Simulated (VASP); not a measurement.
Set up this calculation in VASP 6.6.1, as the native input.

```
Task                   : single point
Functional             : r2SCAN
Potentials or basis    : VASP PAW PBE potentials, release 64 (Sr_sv)
Cutoff                 : 520 eV
k mesh                 : 2 × 2 × 4
Occupations            : fermi-dirac, width 0.01 eV
Spin                   : no spin polarisation
Dipole correction      : no
Further INCAR settings : ALGO = Normal; EDIFF = 1e-07; NBANDS = 22
```

The system is Sr.

```
CELL_PARAMETERS angstrom
7.06595 0.00000 0.00000
-3.53298 6.11929 0.00000
0.00000 0.00000 3.81663
ATOMIC_POSITIONS crystal
Sr 0.00000 0.66578 0.00000
Sr 0.33422 0.33422 0.00000
Sr 0.66578 0.00000 0.00000
```

This isn't the form of Sr at room conditions, which is fcc.

The input as run:

POSCAR

```
Sr
1.0
    7.0659520000      0.0000000000      0.0000000000
   -3.5329760000      6.1192939339      0.0000000000
    0.0000000000      0.0000000000      3.8166330000
Sr
3
Direct
    0.0000000000      0.6657830000      0.0000000000
    0.3342170000      0.3342170000      0.0000000000
    0.6657830000      0.0000000000      0.0000000000
```

INCAR.step1

```
SYSTEM = Sr
ALGO = Normal
EDIFF = 1E-4
ENCUT = 520
GGA = PE
ISMEAR = -1
LASPH = .TRUE.
LCHARG = .FALSE.
LREAL = .FALSE.
LWAVE = .TRUE.
NBANDS = 22
NELM = 60
PREC = Accurate
SIGMA = 0.01
```

INCAR.step2

```
SYSTEM = Sr
ALGO = Normal
EDIFF = 1E-7
ENCUT = 520
ISIF = 2
ISMEAR = -1
ISTART = 1
LASPH = .TRUE.
LCHARG = .FALSE.
LMIXTAU = .TRUE.
LREAL = .FALSE.
LWAVE = .FALSE.
METAGGA = R2SCAN
NBANDS = 22
NELM = 60
PREC = Accurate
SIGMA = 0.01
```

KPOINTS

```
k-points
0
G
  2 2 4
  0 0 0
```

Potentials or basis: VASP PAW PBE potentials, release 64 (Sr_sv).

Command:

```bash
$ cat potpaw_PBE.64/Sr_sv/POTCAR > POTCAR
$ cp INCAR.step1 INCAR
$ mpirun -np 1 vasp_std > vasp.out
$ cp INCAR.step2 INCAR
$ mpirun -np 1 vasp_std > vasp.out
```

Results of the run:

* Pressure: -0.4 GPa
* Largest force: 0.017 eV/Å
* Band gap on the k mesh: zero (bands 15 and 16 overlap by 0.66 eV)

Caveat: the k points lie up to 0.51 Å⁻¹ apart, too coarse for converged energies and pressures of a metal; the PAW data sets were made with another functional, which shifts forces and pressure a little.

Wall time 2.4 min on 1 thread of AMD EPYC 7R13, on a shared host, peak memory 0.26 GiB.
